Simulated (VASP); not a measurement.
# InO in VASP: elastic constants with PBEsol

Aim: the elastic constants of InO with PBEsol.

All numbers are computed with VASP 6.6.1; they aren't measurements. Logs are shortened: lines on timing, memory, paths and dates and some standing lists are left out, and cuts for length are marked.

## 1. The cell of the first run

The cell holds a slab with vacuum, 4 atoms: a = 3.454 Å, b = 3.454 Å, c = 15.877 Å, α = 90.00°, β = 90.00°, γ = 120.00°.

## 2. Elastic constants, PBEsol

The input, INCAR:

```
PREC = Accurate ; ENCUT = 600
EDIFF = 1E-8 ; ISMEAR = 0
SIGMA = 0.01 ; LREAL = F
LASPH = T ; NELM = 120
ALGO = Normal ; ISIF = 3
LWAVE = F ; LCHARG = F
GGA = PS ; IBRION = 6
NFREE = 2 ; POTIM = 0.015
NSW = 1 ; GGA_COMPAT = F
```

The input, KPOINTS:

```
regular mesh
0
Gamma
  8 8 2
```

The input, POSCAR:

```
InO
1.0
    3.4536138013      0.0000000000      0.0000000000
   -1.7268069007      2.9909172868      0.0000000000
    0.0000000000      0.0000000000     15.8771000000
In O
2 2
Direct
    0.6666666667      0.3333333333      0.4099790000
    0.6666666667      0.3333333333      0.5900210000
    0.0000000000      0.0000000000      0.3601330000
    0.0000000000      0.0000000000      0.6398670000
```

Potentials or basis: VASP PAW PBE potentials, release 64 (In_d, O).

Launch:

```bash
$ cat potpaw_PBE.64/In_d/POTCAR potpaw_PBE.64/O/POTCAR > POTCAR
$ mpirun -np 1 vasp_std > vasp.out
```

OUTCAR:

```text
PREC = Accurate
   ENCUT = 600
   EDIFF = 1E-8
   ISMEAR = 0
   LREAL = F
   LASPH = T
   NELM = 120
   ISIF = 3
   GGA = PS
   IBRION = 6
   NFREE = 2
   POTIM = 0.015
   NSW = 1

 ion  position               nearest neighbor table
   1  0.667  0.333  0.410-   3 2.15   3 2.15   3 2.15   2 2.86
   2  0.667  0.333  0.590-   4 2.15   4 2.15   4 2.15   1 2.86
   3  0.000  0.000  0.360-   1 2.15   1 2.15   1 2.15
   4  0.000  0.000  0.640-   2 2.15   2 2.15   2 2.15

  LATTYP: Found a hexagonal cell.
 ALAT       =     3.4536138013
 C/A-ratio  =     4.5972424577

  Lattice vectors:

 A1 = (   3.4536138013,   0.0000000000,   0.0000000000)
 A2 = (  -1.7268069007,   2.9909172868,   0.0000000000)
 A3 = (   0.0000000000,   0.0000000000,  15.8771000000)

Analysis of symmetry for initial positions (statically):
=====================================================================
 Subroutine PRICEL returns:
 Original cell was already a primitive cell.

 Routine SETGRP: Setting up the symmetry group for a
 hexagonal supercell.

 Subroutine GETGRP returns: Found 12 space group operations
 (whereof 12 operations were pure point group operations)
 out of a pool of 24 trial point group operations.

The static configuration has the point symmetry D_3h.

Analysis of symmetry for dynamics (positions and initial velocities):
=====================================================================
 Subroutine PRICEL returns:
 Original cell was already a primitive cell.

 Routine SETGRP: Setting up the symmetry group for a
 hexagonal supercell.

 Subroutine GETGRP returns: Found 12 space group operations
 (whereof 12 operations were pure point group operations)
 out of a pool of 24 trial point group operations.

The dynamic configuration has the point symmetry D_3h.

 Subroutine INISYM returns: Found 12 space group operations
 (whereof 12 operations are pure point group operations),
 and found     1 'primitive' translations

----------------------------------------------------------------------------------------

[... 339 lines left out ...]
  free energy    TOTEN  =       -20.78130523 eV

  energy without entropy =      -20.78130523  energy(sigma->0) =      -20.78130523

 E-fermi :  -1.7619     XC(G=0):  -4.9268

 val. band max:       -1.8060594522   @ k =   0.3750   0.2500   0.0000
 cond. band min:      -1.4215084758   @ k =   0.0000   0.0000   0.5000
 fundamental gap:      0.3845509763
 Fermi energy:        -1.7618894827

 k-point     1 :       0.0000    0.0000    0.0000
  band No.  band energies     occupation
      1     -19.3473      2.00000
      2     -19.2762      2.00000
      3     -15.2189      2.00000
      4     -15.2189      2.00000
      5     -15.1652      2.00000
      6     -15.1652      2.00000
[... 540 lines left out ...]
  FREE ENERGIE OF THE ION-ELECTRON SYSTEM (eV)
  ---------------------------------------------------
  free  energy   TOTEN  =       -20.7813052342 eV

  energy  without entropy=      -20.7813052342  energy(sigma->0) =      -20.78130523

 INTERNAL STRAIN TENSORS FROM STRAINED CELLS
 ============================================

 INTERNAL STRAIN TENSOR FOR ION    1 for displacements in x,y,z  (eV/Angst):
          X           Y           Z          XY          YZ          ZX
  --------------------------------------------------------------------------------
  x     0.00000    -0.00000    -0.00000    -5.90513     0.00000    -5.60925
  y    -5.92677     5.94601     0.00000    -0.00014    -5.56660     0.00005
  z    -8.47057    -8.46938     5.61409     0.00039    -0.00308     0.00067

 INTERNAL STRAIN TENSORS FROM DISPLACED ATOMS
 ============================================

 INTERNAL STRAIN TENSOR FOR ION    1 for displacements in x,y,z  (eV/Angst):
          X           Y           Z          XY          YZ          ZX
  --------------------------------------------------------------------------------
  x     0.00000    -0.00000     0.00000    -5.90382     0.00000    -5.61469
  y    -5.90382     5.90382    -0.00000    -0.00000    -5.61469     0.00000
  z    -8.45003    -8.45003     5.54643     0.00000     0.00000     0.00000

 INTERNAL STRAIN TENSOR FOR ION    4 for displacements in x,y,z  (eV/Angst):
          X           Y           Z          XY          YZ          ZX
  --------------------------------------------------------------------------------
  x    -0.00000     0.00000    -0.00000     5.91060     0.00000    -7.38316
  y     5.91060    -5.91060     0.00000     0.00000    -7.38318     0.00000
  z    -8.28005    -8.28005    -6.83875     0.00000     0.00000     0.00000

 Eigenvectors and eigenvalues of the dynamical matrix
 ----------------------------------------------------

   1 f  =   11.810531 THz    74.207755 2PiTHz  393.956912 cm-1    48.844410 meV
             X         Y         Z           dx          dy          dz
      1.726807  0.996972  6.509278    -0.141165    0.184888   -0.000000
      1.726807  0.996972  9.367822     0.141165   -0.184888    0.000000
      0.000000  0.000000  5.717868     0.405226   -0.530736    0.000000
      0.000000  0.000000 10.159232    -0.405226    0.530736   -0.000000
[... 71 lines left out ...]
  12 f/i=    0.007461 THz     0.046880 2PiTHz    0.248877 cm-1     0.030857 meV
             X         Y         Z           dx          dy          dz
      1.726807  0.996972  6.509278     0.000000    0.000000   -0.662285
      1.726807  0.996972  9.367822     0.000000    0.000000   -0.662285
      0.000000  0.000000  5.717868     0.000000    0.000000   -0.247748
      0.000000  0.000000 10.159232     0.000000    0.000000   -0.247748

--------------------------------------------------------------------------------------------------------

 ELASTIC MODULI CONTR FROM IONIC RELAXATION (kBar)
 Direction    XX          YY          ZZ          XY          YZ          ZX
 --------------------------------------------------------------------------------
 XX        -257.2681    -85.8414   -128.3481      0.0000      0.0000      0.0000
 YY         -85.8414   -257.2681   -128.3481      0.0000     -0.0000      0.0000
 ZZ        -128.3481   -128.3481   -460.2304      0.0000      0.0000     -0.0000
 XY           0.0000      0.0000      0.0000    -85.7134      0.0000     -0.0000
 YZ           0.0000     -0.0000      0.0000      0.0000   -164.3129      0.0000
 ZX           0.0000     -0.0000     -0.0000      0.0000      0.0000   -164.3121
 --------------------------------------------------------------------------------

 TOTAL ELASTIC MODULI (kBar)
 Direction    XX          YY          ZZ          XY          YZ          ZX
 --------------------------------------------------------------------------------
 XX         626.9763    251.1791     -6.0049     -0.0000      0.0000      0.0000
 YY         251.1791    626.9763     -6.0049     -0.0000     -0.0000      0.0000
 ZZ          -6.0049     -6.0049     -7.9624      0.0000      0.0000     -0.0000
 XY          -0.0000     -0.0000      0.0000    187.8986      0.0000     -0.0000
 YZ           0.0000     -0.0000      0.0000      0.0000      4.2861     -0.0000
 ZX           0.0000     -0.0000     -0.0000      0.0000     -0.0000      4.2866
 --------------------------------------------------------------------------------
```

stdout:

```text
POSCAR found type information on POSCAR InO
 POSCAR found :  2 types and       4 ions
 scaLAPACK will be used
 -----------------------------------------------------------------------------
|                                                                             |
|                                                                             |
|     You enforced a specific xc type in the INCAR file but a different       |
|     I HOPE YOU KNOW WHAT YOU ARE DOING!                                     |
[... 40 lines left out ...]
 Finite differences progress:
 bond charge predicted
 Finite differences progress:
 bond charge predicted
 Finite differences progress:
 bond charge predicted
 Finite differences progress:
 bond charge predicted
 Finite differences progress:
 bond charge predicted
 Finite differences progress:
 bond charge predicted
 Finite differences progress:
```

Wall time 2.2 h (1 thread of Intel Xeon 8259CL, shared host); peak memory 0.68 GiB.

What came out:

- Voigt bulk modulus: 19 GPa
- Highest phonon frequency at Γ, LO-TO splitting left out: 394 cm⁻¹

Phonon frequencies in cm⁻¹ (negative: imaginary):
| q point | frequencies |
| --- | --- |
| (0.000, 0.000, 0.000) | 0 0 0 42 42 132 361 391 392 392 394 394 |

Elastic tensor in Voigt notation (GPa, in the Cartesian axes of the cell as first typed):
```
63 25 -1  0  0  0
25 63 -1  0  0  0
-1 -1 -1  0  0  0
 0  0  0  0  0  0
 0  0  0  0  0  0
 0  0  0  0  0 19
```

Clamped-ion elastic tensor (GPa):
```
88 34 12  0  0  0
34 88 12  0  0  0
12 12 45  0  0  0
 0  0  0 17  0  0
 0  0  0  0 17  0
 0  0  0  0  0 27
```

Caveat: the cell is under stress, which shifts elastic constants; the elastic tensor has a negative eigenvalue, so either the cell is unstable as it stands or the mesh is too thin; the PAW data sets were made with another functional, which shifts forces and pressure a little; spin-orbit coupling is left out, which moves the levels of the heavy elements.
